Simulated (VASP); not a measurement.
# PbSe (Fm-3m) in VASP: single point with HSE06

Aim: the single point of PbSe with HSE06.

All numbers are computed with VASP 6.6.1; they aren't measurements. Logs are shortened: lines on timing, memory, paths and dates and some standing lists are left out, and cuts for length are marked.

## Step 1: The cell of the first run

It takes space group Fm-3m (No. 225, cubic). The conventional cell has a = 6.147 Å, b = 6.147 Å, c = 6.147 Å, α = 90.00°, β = 90.00°, γ = 90.00°. Within 4.0 Å of Pb (site symmetry m-3m) lie 6 Se at 3.07 Å. Se (site symmetry m-3m) has 6 Pb at 3.07 Å within 4.0 Å.

## Step 2: Single point, HSE06 (strain -0.5%)

File POSCAR:

```
PbSe
1.0
    0.0000000000      3.0732587094      3.0732587094
    3.0732587094      0.0000000000      3.0732587094
    3.0732587094      3.0732587094      0.0000000000
Pb Se
1 1
Direct
    0.0000000000      0.0000000000      0.0000000000
    0.5000000000      0.5000000000      0.5000000000
```

File INCAR.step1:

```
SYSTEM = PbSe
ALGO = Normal
EDIFF = 1E-5
ENCUT = 520
GGA = PE
ISIF = 2
ISMEAR = 0
LASPH = .TRUE.
LCHARG = .FALSE.
LREAL = .FALSE.
LWAVE = .TRUE.
NBANDS = 17
NELM = 60
PREC = Accurate
SIGMA = 0.01
```

File INCAR.step2:

```
SYSTEM = PbSe
ALGO = Normal
EDIFF = 1E-6
ENCUT = 520
GGA = PE
HFSCREEN = 0.2079
ISIF = 2
ISMEAR = 0
ISTART = 1
LASPH = .TRUE.
LCHARG = .FALSE.
LHFCALC = .TRUE.
LREAL = .FALSE.
LWAVE = .FALSE.
NBANDS = 17
NELM = 60
PREC = Accurate
PRECFOCK = Normal
SIGMA = 0.01
```

File KPOINTS:

```
k-points
0
G
  6 6 6
  0 0 0
```

Potentials or basis: VASP PAW PBE potentials, release 64 (Pb_d, Se).

On the command line:

```
$ cat potpaw_PBE.64/Pb_d/POTCAR potpaw_PBE.64/Se/POTCAR > POTCAR
$ cp INCAR.step1 INCAR
$ mpirun -np 1 vasp_std > vasp.out
$ cp INCAR.step2 INCAR
$ mpirun -np 1 vasp_std > vasp.out
```

OUTCAR:

```text
SYSTEM = PbSe
   EDIFF = 1E-6
   ENCUT = 520
   GGA = PE
   HFSCREEN = 0.2079
   ISIF = 2
   ISMEAR = 0
   ISTART = 1
   LASPH = .TRUE.
   LHFCALC = .TRUE.
   LREAL = .FALSE.
   NELM = 60
   PREC = Accurate
   PRECFOCK = Normal

 ion  position               nearest neighbor table
   1  0.000  0.000  0.000-   2 3.07   2 3.07   2 3.07   2 3.07   2 3.07   2 3.07
   2  0.500  0.500  0.500-   1 3.07   1 3.07   1 3.07   1 3.07   1 3.07   1 3.07

  LATTYP: Found a face centered cubic cell.
 ALAT       =     6.1465174188

  Lattice vectors:

 A1 = (   0.0000000000,   3.0732587094,   3.0732587094)
 A2 = (   3.0732587094,   0.0000000000,   3.0732587094)
 A3 = (   3.0732587094,   3.0732587094,   0.0000000000)

Analysis of symmetry for initial positions (statically):
=====================================================================
 Subroutine PRICEL returns:
 Original cell was already a primitive cell.

 Routine SETGRP: Setting up the symmetry group for a
 face centered cubic supercell.

 Subroutine GETGRP returns: Found 48 space group operations
 (whereof 48 operations were pure point group operations)
 out of a pool of 48 trial point group operations.

The static configuration has the point symmetry O_h .

Analysis of symmetry for dynamics (positions and initial velocities):
=====================================================================
 Subroutine PRICEL returns:
 Original cell was already a primitive cell.

 Routine SETGRP: Setting up the symmetry group for a
 face centered cubic supercell.

 Subroutine GETGRP returns: Found 48 space group operations
 (whereof 48 operations were pure point group operations)
 out of a pool of 48 trial point group operations.

The dynamic configuration has the point symmetry O_h .

 Subroutine INISYM returns: Found 48 space group operations
 (whereof 48 operations are pure point group operations),
 and found     1 'primitive' translations

----------------------------------------------------------------------------------------

                                     Primitive cell

  volume of cell :      58.0534

  direct lattice vectors                    reciprocal lattice vectors
     0.000000000  3.073258709  3.073258709    -0.162693755  0.162693755  0.162693755
     3.073258709  0.000000000  3.073258709     0.162693755 -0.162693755  0.162693755
     3.073258709  3.073258709  0.000000000     0.162693755  0.162693755 -0.162693755

  length of vectors
     4.346244148  4.346244148  4.346244148     0.281793850  0.281793850  0.281793850

  position of ions in fractional coordinates (direct lattice)
     0.000000000  0.000000000  0.000000000
     0.500000000  0.500000000  0.500000000

  ion indices of the primitive-cell ions
   primitive index   ion index
                 1           1
                 2           2

----------------------------------------------------------------------------------------

 KPOINTS: k-points

Automatic generation of k-mesh.
 Grid dimensions read from file:
 generate k-points for:    6    6    6

 Generating k-lattice:

  Cartesian coordinates                     Fractional coordinates (reciprocal lattice)
    -0.027115626  0.027115626  0.027115626     0.166666667  0.000000000  0.000000000
     0.027115626 -0.027115626  0.027115626     0.000000000  0.166666667  0.000000000
     0.027115626  0.027115626 -0.027115626     0.000000000  0.000000000  0.166666667

  Length of vectors
     0.046965642  0.046965642  0.046965642

  Shift w.r.t. Gamma in fractional coordinates (k-lattice)
     0.000000000  0.000000000  0.000000000

 Subroutine IBZKPT returns following result:
 ===========================================

 Found     16 irreducible k-points:

 Following reciprocal coordinates:
            Coordinates               Weight
  0.000000  0.000000  0.000000      1.000000
  0.166667  0.000000  0.000000      8.000000
  0.333333  0.000000  0.000000      8.000000
  0.500000  0.000000  0.000000      4.000000
  0.166667  0.166667  0.000000      6.000000
  0.333333  0.166667  0.000000     24.000000
[... 8 lines left out ...]
 -0.333333  0.333333  0.166667     24.000000
 -0.333333  0.500000  0.166667     12.000000
   k-points           NKPTS =     16   k-points in BZ     NKDIM =    216   number of bands    NBANDS=     17
   number of dos      NEDOS =    301   number of ions     NIONS =      2
   total plane-waves  NPLWV =  32768
   dimension x,y,z NGX =    32 NGY =   32 NGZ =   32
   dimension x,y,z NGXF=    64 NGYF=   64 NGZF=   64
   ions per type =               1   1
   NGX,Y,Z   is equivalent  to a cutoff of  12.24, 12.24, 12.24 a.u.
   NGXF,Y,Z  is equivalent  to a cutoff of  24.48, 24.48, 24.48 a.u.
 SYSTEM =  PbSe
   PREC   = accura    normal or accurate (medium, high low for compatibility)
   ISTART =      1    job   : 0-new  1-cont  2-samecut
   ICHARG =      0    charge: 1-file 2-atom 10-const
   ISPIN  =      1    spin polarized calculation?
   LNONCOLLINEAR =      F non collinear calculations
   LSORBIT =      F    spin-orbit coupling
   LASPH  =      T    aspherical Exc in radial PAW
   ENCUT  =  520.0 eV  38.22 Ry    6.18 a.u.   8.08  8.08  8.08*2*pi/ulx,y,z
   NELM   =     60;   NELMIN=  2; NELMDL=  0     # of ELM steps
   EDIFF  = 0.1E-05   stopping-criterion for ELM
   LREAL  =      F    real-space projection
   EDIFFG = 0.1E-04   stopping-criterion for IOM
   NSW    =      0    number of steps for IOM
   IBRION =     -1    ionic relax: 0-MD 1-quasi-New 2-CG
   NFREE  =      0    steps in history (QN), initial steepest desc. (CG)
   ISIF   =      2    stress and relaxation
   ISYM   =      3    0-nonsym 1-usesym 2-fastsym
   POTIM  = 0.5000    time-step for ionic-motion
   TEBEG  =    0.0;   TEEND  =   0.0 temperature during run
   PSTRESS=    0.0 pullay stress
   NELECT =      20.0000    total number of electrons
   NUPDOWN=      -1.0000    fix difference up-down
   EMIN   =  10.00;   EMAX   =-10.00  energy-range for DOS
   EFERMI =   0.00;   METHOD = LEGACY
   ISMEAR =     0;   SIGMA  =   0.01  broadening in eV -4-tet -1-fermi 0-gaus
   EFERMI_NEDOS =   21; number of points for ismear=-14 and -15
   IALGO  =     38    algorithm
   IMIX   =      1    mixing-type and parameters
     AMIX     =   0.40;   BMIX     =  1.00
     AMIX_MAG =   1.60;   BMIX_MAG =  1.00
  volume/ion in A,a.u.               =      29.03       195.88
  Fermi-wavevector in a.u.,A,eV,Ry     =   1.147649  2.168742 17.920206  1.317098
  Thomas-Fermi vector in A             =   2.284328
   LORBIT       =      0    0 simple, 1 ext, 2 COOP (PROOUT), +10 PAW based schemes
   GGA     = PE    functional components
   LHFCALC =     T    Hartree Fock is set to
   PRECFOCK=normal    Normal, Fast or Accurate (Low or Medium for compatibility)
   ENCUT4O =  -1.0   cutoff for four orbital integrals eV
   NKREDX  =     1    reduce k-point grid by
   NKREDY  =     1    reduce k-point grid by
   NKREDZ  =     1    reduce k-point grid by
   AEXX    =    0.2500 exact exchange contribution
   HFSCREEN=    0.2079 screening length (either q_TF or 0.3 A-1)
   HFSCREENC=   0.2079 screening length for correlation (either q_TF or 0.3 A-1)
   ENCUTFOCK=  -1.0 apply spherical cutoff to Coloumb kernel
   IVDW    =     0    specifies the selected vdW correction
   LEPSILON=     F    determine dielectric tensor
   LRPA    =     F    only Hartree local field effects (RPA)
 non-spin polarized calculation
 Gauss-broadening in eV      SIGMA  =   0.01
  energy-cutoff  :      520.00
  volume of cell :       58.05
 maximum number of plane-waves:      1588
  NGX = 28; NGY = 28; NGZ = 28

 number of electron      19.9999996 magnetization

 Free energy of the ion-electron system (eV)
  ---------------------------------------------------
  ext. energy  EPLUGINS =         0.00000000
  ---------------------------------------------------
  free energy    TOTEN  =        -9.73739458 eV

  energy without entropy =       -9.73739458  energy(sigma->0) =       -9.73739458

 E-fermi :   4.7094     XC(G=0):  -7.8847

 val. band max:        4.6244107443   @ k =   0.5000   0.0000   0.0000
 cond. band min:       5.3720182552   @ k =   0.5000   0.0000   0.0000
 fundamental gap:      0.7476075109
 Fermi energy:         4.7093568240

 k-point     1 :       0.0000    0.0000    0.0000
  band No.  band energies     occupation
      1     -13.9803      2.00000
      2     -13.9803      2.00000
      3     -13.9751      2.00000
      4     -13.9751      2.00000
      5     -13.9751      2.00000
      6     -10.2951      2.00000
[... 9 lines left out ...]
     16      11.8106      0.00000
     17      13.5120      0.00000

 k-point     2 :       0.1667    0.0000    0.0000
  band No.  band energies     occupation
      1     -13.9865      2.00000
      2     -13.9865      2.00000
      3     -13.9744      2.00000
      4     -13.9681      2.00000
      5     -13.9681      2.00000
      6     -10.0715      2.00000
[... 9 lines left out ...]
     16      12.4247      0.00000
     17      15.2984      0.00000

 k-point     3 :       0.3333    0.0000    0.0000
  band No.  band energies     occupation
      1     -13.9999      2.00000
      2     -13.9999      2.00000
      3     -13.9733      2.00000
      4     -13.9527      2.00000
      5     -13.9527      2.00000
      6      -9.5190      2.00000
[... 9 lines left out ...]
     16      13.9608      0.00000
     17      17.3357      0.00000

 k-point     4 :       0.5000    0.0000    0.0000
  band No.  band energies     occupation
      1     -14.0067      2.00000
      2     -14.0067      2.00000
      3     -13.9729      2.00000
      4     -13.9449      2.00000
      5     -13.9449      2.00000
      6      -9.1509      2.00000
[... 9 lines left out ...]
     16      15.6780      0.00000
     17      15.6780      0.00000
[... 183 lines left out ...]
      1     -14.0476      2.00000
      2     -13.9847      2.00000
      3     -13.9756      2.00000
      4     -13.9497      2.00000
      5     -13.9445      2.00000
      6      -9.0954      2.00000
[... 9 lines left out ...]
     16      15.7361      0.00000
     17      16.0726      0.00000

 k-point    15 :      -0.3333    0.3333    0.1667
  band No.  band energies     occupation
      1     -14.0563      2.00000
      2     -13.9890      2.00000
      3     -13.9639      2.00000
      4     -13.9601      2.00000
      5     -13.9384      2.00000
      6      -8.8357      2.00000
[... 9 lines left out ...]
     16      16.9290      0.00000
     17      16.9601      0.00000

 k-point    16 :      -0.3333    0.5000    0.1667
  band No.  band energies     occupation
      1     -14.0841      2.00000
      2     -13.9782      2.00000
      3     -13.9769      2.00000
      4     -13.9486      2.00000
      5     -13.9331      2.00000
      6      -8.7304      2.00000
[... 9 lines left out ...]
     16      17.1934      0.00000
     17      18.2487      0.00000

------------------------ aborting loop because EDIFF is reached ----------------------------------------

  FORCE on cell =-STRESS in cart. coord.  units (eV):
  Direction    XX          YY          ZZ          XY          YZ          ZX
  --------------------------------------------------------------------------------------
  -------------------------------------------------------------------------------------
  Total        0.1843867      0.1843867      0.1843867      0.0000000      0.0000000     -0.0000000
  in kB        5.0887705      5.0887705      5.0887705      0.0000000      0.0000000     -0.0000000
  external PRESSURE =       5.0887705 kB  Pullay stress =       0.0000000 kB

 VOLUME and BASIS-vectors are now :
 -----------------------------------------------------------------------------
  energy-cutoff  :      520.00
  volume of cell :       58.05
      direct lattice vectors                 reciprocal lattice vectors
     0.000000000  3.073258709  3.073258709    -0.162693755  0.162693755  0.162693755
     3.073258709  0.000000000  3.073258709     0.162693755 -0.162693755  0.162693755
     3.073258709  3.073258709  0.000000000     0.162693755  0.162693755 -0.162693755

 POSITION                                       TOTAL-FORCE (eV/Angst)
 -----------------------------------------------------------------------------------
      0.00000      0.00000      0.00000         0.000000      0.000000     -0.000000
      3.07326      3.07326      3.07326         0.000000      0.000000      0.000000
 -----------------------------------------------------------------------------------
    total drift:                               -0.000000      0.000000     -0.000000

  FREE ENERGIE OF THE ION-ELECTRON SYSTEM (eV)
  ---------------------------------------------------
  free  energy   TOTEN  =        -9.7373945799 eV

  energy  without entropy=       -9.7373945799  energy(sigma->0) =       -9.73739458
```

It took 1.8 h on 1 thread of Intel Xeon Platinum 8124M at 3.00GHz (Skylake/Cascade Lake), shared host; peak memory 0.32 GiB.

What came out:

```
Free energy            : -9.7374 eV
Pressure               : 0.5 GPa
Band gap on the k mesh : 0.75 eV
```

Levels at points of the mesh, in eV from the valence-band top:
```tsv
k point	band 7	band 8	band 9	band 10	band 11	band 12	band 13	band 14
(0.00, 0.00, 0.00)	-6.67	-2.13	-2.13	-2.13	5.46	5.46	5.46	7.19
(0.50, 0.00, 0.00)	-9.53	-1.72	-1.72	0.00	0.75	2.20	2.20	9.32
(0.50, 0.50, 0.00)	-7.88	-5.48	-3.59	-3.59	4.22	6.42	6.42	6.88
```

Caveat: the cell differs from its parent crystal (strain -0.5%); the PAW data sets were made with another functional, which shifts forces and pressure a little; spin-orbit coupling is left out, which moves the levels of the heavy elements.
